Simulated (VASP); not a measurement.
# TaN (Fm-3m) in VASP: a series of runs

Aim: see how the results for TaN move with the level of theory and the settings. Levels: b88 exchange, pbe correlation, PBEsol. Tasks: single point, relaxation of cell and atoms.

Everything below comes from runs of VASP 6.6.1. Logs are shortened: lines on timing, memory, paths and dates and some standing lists are left out, and cuts for length are marked.

## (1) The cell of the first run

Symmetry: Fm-3m, No. 225, cubic system. Conventional cell: a = 4.416 Å, b = 4.416 Å, c = 4.416 Å, α = 90.00°, β = 90.00°, γ = 90.00°. Ta (site symmetry m-3m) has 6 N at 2.21 Å within 2.9 Å. N (site symmetry m-3m) has 6 Ta at 2.21 Å within 2.9 Å.

## (2) Single point, b88 exchange, pbe correlation

The input, INCAR:

```
SYSTEM = TaN
  PREC = Accurate
  ENCUT = 600
  EDIFF = 1E-6
  ISMEAR = -1
  SIGMA = 0.05
  LREAL = .FALSE.
  LASPH = .TRUE.
  NELM = 120
  ALGO = Normal
  ISIF = 2
  LWAVE = .FALSE.
  LCHARG = .TRUE.
  GGA = LIBXC
  LIBXC1 = GGA_X_B88
  LIBXC2 = GGA_C_PBE
  LELF = .TRUE.
  LVHAR = .TRUE.
  NBANDS = 15
  GGA_COMPAT = .FALSE.
```

The input, KPOINTS:

```
regular mesh
0
G
  10 10 10
  0 0 0
```

The input, POSCAR:

```
TaN
1.0
    0.0000000000      2.2078382880      2.2078382880
    2.2078382880      0.0000000000      2.2078382880
    2.2078382880      2.2078382880      0.0000000000
Ta N
1 1
Direct
    0.5000000000      0.5000000000      0.5000000000
    0.0000000000      0.0000000000      0.0000000000
```

Potentials or basis: VASP PAW PBE potentials, release 64 (Ta_pv, N).

Started as:

```bash
cat potpaw_PBE.64/Ta_pv/POTCAR potpaw_PBE.64/N/POTCAR > POTCAR
mpirun -np 1 vasp_std > vasp.out
```

OUTCAR:

```text
SYSTEM = TaN
   PREC = Accurate
   ENCUT = 600
   EDIFF = 1E-6
   ISMEAR = -1
   LREAL = .FALSE.
   LASPH = .TRUE.
   NELM = 120
   ISIF = 2
   GGA = LIBXC

 ion  position               nearest neighbor table
   1  0.500  0.500  0.500-   2 2.21   2 2.21   2 2.21   2 2.21   2 2.21   2 2.21
   2  0.000  0.000  0.000-   1 2.21   1 2.21   1 2.21   1 2.21   1 2.21   1 2.21

  LATTYP: Found a face centered cubic cell.
 ALAT       =     4.4156765760

  Lattice vectors:

 A1 = (   0.0000000000,   2.2078382880,   2.2078382880)
 A2 = (   2.2078382880,   0.0000000000,   2.2078382880)
 A3 = (   2.2078382880,   2.2078382880,   0.0000000000)

Analysis of symmetry for initial positions (statically):
=====================================================================
 Subroutine PRICEL returns:
 Original cell was already a primitive cell.

 Routine SETGRP: Setting up the symmetry group for a
 face centered cubic supercell.

 Subroutine GETGRP returns: Found 48 space group operations
 (whereof 48 operations were pure point group operations)
 out of a pool of 48 trial point group operations.

The static configuration has the point symmetry O_h .

Analysis of symmetry for dynamics (positions and initial velocities):
=====================================================================
 Subroutine PRICEL returns:
 Original cell was already a primitive cell.

 Routine SETGRP: Setting up the symmetry group for a
 face centered cubic supercell.

 Subroutine GETGRP returns: Found 48 space group operations
 (whereof 48 operations were pure point group operations)
 out of a pool of 48 trial point group operations.

The dynamic configuration has the point symmetry O_h .

 Subroutine INISYM returns: Found 48 space group operations
 (whereof 48 operations are pure point group operations),
 and found     1 'primitive' translations

----------------------------------------------------------------------------------------

                                     Primitive cell

  volume of cell :      21.5244

  direct lattice vectors                    reciprocal lattice vectors
     0.000000000  2.207838288  2.207838288    -0.226465862  0.226465862  0.226465862
     2.207838288  0.000000000  2.207838288     0.226465862 -0.226465862  0.226465862
     2.207838288  2.207838288  0.000000000     0.226465862  0.226465862 -0.226465862

  length of vectors
     3.122354850  3.122354850  3.122354850     0.392250378  0.392250378  0.392250378

  position of ions in fractional coordinates (direct lattice)
     0.500000000  0.500000000  0.500000000
     0.000000000  0.000000000  0.000000000

  ion indices of the primitive-cell ions
   primitive index   ion index
                 1           1
                 2           2

----------------------------------------------------------------------------------------

 KPOINTS: regular mesh

Automatic generation of k-mesh.
 Grid dimensions read from file:
 generate k-points for:   10   10   10

 Generating k-lattice:

  Cartesian coordinates                     Fractional coordinates (reciprocal lattice)
    -0.022646586  0.022646586  0.022646586     0.100000000  0.000000000  0.000000000
     0.022646586 -0.022646586  0.022646586     0.000000000  0.100000000  0.000000000
     0.022646586  0.022646586 -0.022646586     0.000000000  0.000000000  0.100000000

  Length of vectors
     0.039225038  0.039225038  0.039225038

  Shift w.r.t. Gamma in fractional coordinates (k-lattice)
     0.000000000  0.000000000  0.000000000

 Subroutine IBZKPT returns following result:
 ===========================================

 Found     47 irreducible k-points:

 Following reciprocal coordinates:
            Coordinates               Weight
  0.000000  0.000000  0.000000      1.000000
  0.100000  0.000000  0.000000      8.000000
  0.200000  0.000000  0.000000      8.000000
  0.300000  0.000000  0.000000      8.000000
  0.400000  0.000000  0.000000      8.000000
  0.500000  0.000000  0.000000      4.000000
[... 16 lines left out ...]
  0.300000  0.300000  0.000000      6.000000
  0.400000  0.300000  0.000000     24.000000
 [... further k-points ...]
   k-points           NKPTS =     47   k-points in BZ     NKDIM =     47   number of bands    NBANDS=     15
   number of dos      NEDOS =    301   number of ions     NIONS =      2
   total plane-waves  NPLWV =  21952
   dimension x,y,z NGX =    28 NGY =   28 NGZ =   28
   dimension x,y,z NGXF=    56 NGYF=   56 NGZF=   56
   ions per type =               1   1
   NGX,Y,Z   is equivalent  to a cutoff of  14.91, 14.91, 14.91 a.u.
   NGXF,Y,Z  is equivalent  to a cutoff of  29.82, 29.82, 29.82 a.u.
 SYSTEM =  TaN
   PREC   = accura    normal or accurate (medium, high low for compatibility)
   ISTART =      0    job   : 0-new  1-cont  2-samecut
   ICHARG =      2    charge: 1-file 2-atom 10-const
   ISPIN  =      1    spin polarized calculation?
   LNONCOLLINEAR =      F non collinear calculations
   LSORBIT =      F    spin-orbit coupling
   LASPH  =      T    aspherical Exc in radial PAW
   ENCUT  =  600.0 eV  44.10 Ry    6.64 a.u.   6.24  6.24  6.24*2*pi/ulx,y,z
   NELM   =    120;   NELMIN=  2; NELMDL= -5     # of ELM steps
   EDIFF  = 0.1E-05   stopping-criterion for ELM
   LREAL  =      F    real-space projection
   EDIFFG = 0.1E-04   stopping-criterion for IOM
   NSW    =      0    number of steps for IOM
   IBRION =     -1    ionic relax: 0-MD 1-quasi-New 2-CG
   NFREE  =      0    steps in history (QN), initial steepest desc. (CG)
   ISIF   =      2    stress and relaxation
   ISYM   =      2    0-nonsym 1-usesym 2-fastsym
   POTIM  = 0.5000    time-step for ionic-motion
   TEBEG  =    0.0;   TEEND  =   0.0 temperature during run
   PSTRESS=    0.0 pullay stress
   NELECT =      16.0000    total number of electrons
   NUPDOWN=      -1.0000    fix difference up-down
   EMIN   =  10.00;   EMAX   =-10.00  energy-range for DOS
   EFERMI =   0.00;   METHOD = LEGACY
   ISMEAR =    -1;   SIGMA  =   0.05  broadening in eV -4-tet -1-fermi 0-gaus
   EFERMI_NEDOS =   21; number of points for ismear=-14 and -15
   IALGO  =     38    algorithm
   IMIX   =      4    mixing-type and parameters
     AMIX     =   0.40;   BMIX     =  1.00
     AMIX_MAG =   1.60;   BMIX_MAG =  1.00
  volume/ion in A,a.u.               =      10.76        72.63
  Fermi-wavevector in a.u.,A,eV,Ry     =   1.482988  2.802441 29.922649  2.199253
  Thomas-Fermi vector in A             =   2.596705
   LORBIT       =      0    0 simple, 1 ext, 2 COOP (PROOUT), +10 PAW based schemes
   GGA     = LIBXC    functional components
   LHFCALC =     F    Hartree Fock is set to
   AEXX    =    0.0000 exact exchange contribution
   IVDW    =     0    specifies the selected vdW correction
   LEPSILON=     F    determine dielectric tensor
   LRPA    =     F    only Hartree local field effects (RPA)
 non-spin polarized calculation
  energy-cutoff  :      600.00
  volume of cell :       21.52
 maximum number of plane-waves:       728
 NGX is ok and might be reduce to    28
   NGX = 13   NGY = 13   NGZ = 13

 number of electron      15.9999999 magnetization

 Free energy of the ion-electron system (eV)
  ---------------------------------------------------
  ext. energy  EPLUGINS =         0.00000000
  ---------------------------------------------------
  free energy    TOTEN  =       -21.59467205 eV

  energy without entropy =      -21.58859164  energy(sigma->0) =      -21.59163185

 E-fermi :   9.3840     XC(G=0): -13.3852

 val. band max:        9.2967002556   @ k =  -0.2000   0.2000   0.0000
 cond. band min:       9.4042299483   @ k =   0.0000   0.0000   0.0000
 fundamental gap:      0.1075296926
 Fermi energy:         9.3840237403

 k-point     1 :       0.0000    0.0000    0.0000
  band No.  band energies     occupation
      1     -26.4820      2.00000
      2     -26.4820      2.00000
      3     -26.4820      2.00000
      4      -9.3914      2.00000
      5       5.5794      2.00000
      6       5.5794      2.00000
      7       5.5794      2.00000
      8       7.2799      2.00000
      9       7.2799      2.00000
     10       7.2799      2.00000
     11       9.4042      0.80064
     12       9.4042      0.80063
     13      10.8036      0.00000
     14      18.8433      0.00000
     15      21.5724      0.00000

 k-point     2 :       0.1000    0.0000    0.0000
  band No.  band energies     occupation
      1     -26.5649      2.00000
      2     -26.4896      2.00000
      3     -26.4896      2.00000
      4      -9.1580      2.00000
      5       4.4819      2.00000
      6       4.8430      2.00000
      7       4.8430      2.00000
      8       7.6323      2.00000
      9       7.6323      2.00000
     10       7.7042      2.00000
     11      10.3103      0.00000
     12      10.3103      0.00000
     13      11.5072      0.00000
     14      19.5587      0.00000
     15      21.5719      0.00000

 k-point     3 :       0.2000    0.0000    0.0000
  band No.  band energies     occupation
      1     -26.7757      2.00000
      2     -26.5096      2.00000
      3     -26.5096      2.00000
      4      -8.5212      2.00000
      5       2.6646      2.00000
      6       3.6668      2.00000
      7       3.6668      2.00000
      8       8.2458      2.00000
      9       8.4318      2.00000
     10       8.4318      2.00000
     11      12.1729      0.00000
     12      12.1729      0.00000
     13      12.9658      0.00000
     14      21.1904      0.00000
     15      21.5725      0.00000

 k-point     4 :       0.3000    0.0000    0.0000
  band No.  band energies     occupation
      1     -27.0250      2.00000
      2     -26.5340      2.00000
      3     -26.5340      2.00000
      4      -7.6527      2.00000
      5       0.9426      2.00000
      6       2.6966      2.00000
      7       2.6966      2.00000
      8       9.0578      1.99707
      9       9.5485      0.07189
     10       9.5485      0.07189
     11      14.1598      0.00000
     12      14.1992      0.00000
     13      14.1992      0.00000
     14      21.4482      0.00000
     15      21.6770      0.00000
[... 307 lines left out ...]
 k-point    22 :      -0.2000    0.2000    0.0000
  band No.  band energies     occupation
      1     -26.9800      2.00000
      2     -26.6889      2.00000
      3     -26.5255      2.00000
      4      -7.5804      2.00000
      5       0.8535      2.00000
      6       2.4312      2.00000
      7       3.1732      2.00000
      8       8.9340      1.99975
      9       9.2967      1.70301
     10      10.9902      0.00000
     11      11.5082      0.00000
     12      15.2894      0.00000
     13      15.7315      0.00000
     14      21.5206      0.00000
     15      21.9674      0.00000

 k-point    23 :       0.3000    0.3000    0.0000
  band No.  band energies     occupation
      1     -26.9619      2.00000
      2     -26.6594      2.00000
      3     -26.6594      2.00000
      4      -7.9993      2.00000
      5       1.2738      2.00000
      6       4.5119      2.00000
      7       4.5119      2.00000
      8       4.8745      2.00000
      9      10.6263      0.00000
     10      11.7164      0.00000
     11      11.7164      0.00000
     12      12.2058      0.00000
     13      17.5489      0.00000
     14      21.5347      0.00000
     15      22.2304      0.00000

 k-point    24 :       0.4000    0.3000    0.0000
  band No.  band energies     occupation
      1     -27.0582      2.00000
      2     -26.7120      2.00000
      3     -26.6877      2.00000
      4      -7.8611      2.00000
      5       1.4857      2.00000
      6       3.5398      2.00000
      7       4.2033      2.00000
      8       5.5480      2.00000
      9      11.4741      0.00000
     10      12.2062      0.00000
     11      12.2851      0.00000
     12      13.1448      0.00000
     13      17.6279      0.00000
     14      19.9244      0.00000
     15      21.5899      0.00000

 [... further k-points ...]

------------------------ aborting loop because EDIFF is reached ----------------------------------------

  FORCE on cell =-STRESS in cart. coord.  units (eV):
  Direction    XX          YY          ZZ          XY          YZ          ZX
  --------------------------------------------------------------------------------------
  -------------------------------------------------------------------------------------
  Total        0.0869594      0.0869594      0.0869594     -0.0000000      0.0000000      0.0000000
  in kB        6.4728465      6.4728465      6.4728465     -0.0000000      0.0000000      0.0000000
  external PRESSURE =       6.4728465 kB  Pullay stress =       0.0000000 kB

 VOLUME and BASIS-vectors are now :
 -----------------------------------------------------------------------------
  energy-cutoff  :      600.00
  volume of cell :       21.52
      direct lattice vectors                 reciprocal lattice vectors
     0.000000000  2.207838288  2.207838288    -0.226465862  0.226465862  0.226465862
     2.207838288  0.000000000  2.207838288     0.226465862 -0.226465862  0.226465862
     2.207838288  2.207838288  0.000000000     0.226465862  0.226465862 -0.226465862

 POSITION                                       TOTAL-FORCE (eV/Angst)
 -----------------------------------------------------------------------------------
      2.20784      2.20784      2.20784         0.000000      0.000000     -0.000000
      0.00000      0.00000      0.00000        -0.000000     -0.000000      0.000000
 -----------------------------------------------------------------------------------
    total drift:                                0.000000      0.000000      0.000000

  FREE ENERGIE OF THE ION-ELECTRON SYSTEM (eV)
  ---------------------------------------------------
  free  energy   TOTEN  =       -21.5946720495 eV

  energy  without entropy=      -21.5885916413  energy(sigma->0) =      -21.59163185
```

Wall time 24 s (1 thread of Intel Xeon Platinum 8488C (Sapphire Rapids), shared host); peak memory 0.17 GiB.

Results:

- Free energy: -21.5947 eV
- Pressure: 0.6 GPa
- Band gap on the k mesh: zero (bands 8 and 9 overlap by 3.92 eV)

Levels at points of the mesh, in eV from the Fermi level:
```tsv
k point	band 5	band 6	band 7	band 8	band 9	band 10	band 11	band 12
(0.00, 0.00, 0.00)	-3.80	-3.80	-3.80	-2.10	-2.10	-2.10	0.02	0.02
(0.50, 0.00, 0.00)	-10.28	-7.51	-7.51	1.82	1.82	1.92	3.82	7.36
(0.50, 0.50, 0.00)	-6.62	-5.39	-4.62	-4.62	2.03	3.42	3.42	4.36
```

Caveat: the PAW data sets were made with another functional, which shifts forces and pressure a little; spin-orbit coupling is left out, which moves the levels of the heavy elements.

## (3) Relaxation of cell and atoms, b88 exchange, pbe correlation

This run uses another cell than the first one, of 10.81 Å³/atom.

The input, INCAR:

```
SYSTEM = TaN
PREC = Accurate
ENCUT = 600
EDIFF = 1E-7
ISMEAR = -1
SIGMA = 0.05
LREAL = .FALSE.
LASPH = .TRUE.
NELM = 120
ALGO = Normal
ISIF = 3
LWAVE = .FALSE.
LCHARG = .FALSE.
GGA = LIBXC
LIBXC1 = GGA_X_B88
LIBXC2 = GGA_C_PBE
IBRION = 2
NSW = 60
EDIFFG = -0.01
GGA_COMPAT = .FALSE.
NELMIN = 4
```

KPOINTS is that of step 2.

The input, POSCAR:

```
TaN
1.0
    0.0000000000      2.2113230000      2.2113230000
    2.2113230000      0.0000000000      2.2113230000
    2.2113230000      2.2113230000      0.0000000000
Ta N
1 1
Direct
    0.5000000000      0.5000000000      0.5000000000
    0.0000000000      0.0000000000      0.0000000000
```

Potentials or basis: VASP PAW PBE potentials, release 64 (Ta_pv, N).

Started as:

```bash
cat potpaw_PBE.64/Ta_pv/POTCAR potpaw_PBE.64/N/POTCAR > POTCAR
mpirun -np 1 vasp_std > vasp.out
```

It took 54 s on 1 thread of Intel Xeon Platinum 8488C (Sapphire Rapids), shared host; peak memory 0.17 GiB.

The run converged. Its results:

```
Free energy                           : -21.5949 eV
Relaxed volume                        : 10.78 Å³/atom
Relaxed cell                          : a = 3.124 Å, b = 3.124 Å, c = 3.124 Å, α = 60.00°, β = 60.00°, γ = 60.00°
Space group after relaxing (to 0.1 Å) : Fm-3m (No. 225)
Energy gained by relaxing             : 0.1 meV/atom
Ionic steps                           : 3
Pressure after relaxing               : 0.0 GPa
Band gap on the k mesh                : zero (bands 8 and 9 overlap by 3.91 eV)
```

Step by step:
```
step  energy change (eV)  largest force (eV/Å)  pressure (GPa)  volume (Å³)
   1              0.0000                0.0000           -0.94        21.63
   2              0.0007                0.0000            2.13        21.43
   3             -0.0002                0.0000            0.01        21.56
```

Final structure:
```cif
data_structure
_symmetry_space_group_name_H-M 'P 1'
_symmetry_Int_Tables_number 1
_cell_length_a 3.1243
_cell_length_b 3.1243
_cell_length_c 3.1243
_cell_angle_alpha 60.000
_cell_angle_beta 60.000
_cell_angle_gamma 60.000
_cell_volume 21.56
loop_
_atom_site_label
_atom_site_type_symbol
_atom_site_fract_x
_atom_site_fract_y
_atom_site_fract_z
_atom_site_occupancy
Ta1 Ta 0.50000 0.50000 0.50000 1
N1 N 0.00000 0.00000 0.00000 1
```

Levels at points of the mesh, in eV from the Fermi level:
```
           k point  band 5  band 6  band 7  band 8  band 9  band 10  band 11  band 12
(0.00, 0.00, 0.00)   -3.80   -3.80   -3.80   -2.10   -2.10    -2.10     0.02     0.02
(0.50, 0.00, 0.00)  -10.26   -7.50   -7.50    1.81    1.81     1.92     3.81     7.34
(0.50, 0.50, 0.00)   -6.62   -5.38   -4.62   -4.62    2.02     3.41     3.41     4.34
```

Caveat: the PAW data sets were made with another functional, which shifts forces and pressure a little; spin-orbit coupling is left out, which moves the levels of the heavy elements.

(Continued in part 2 of 2.)
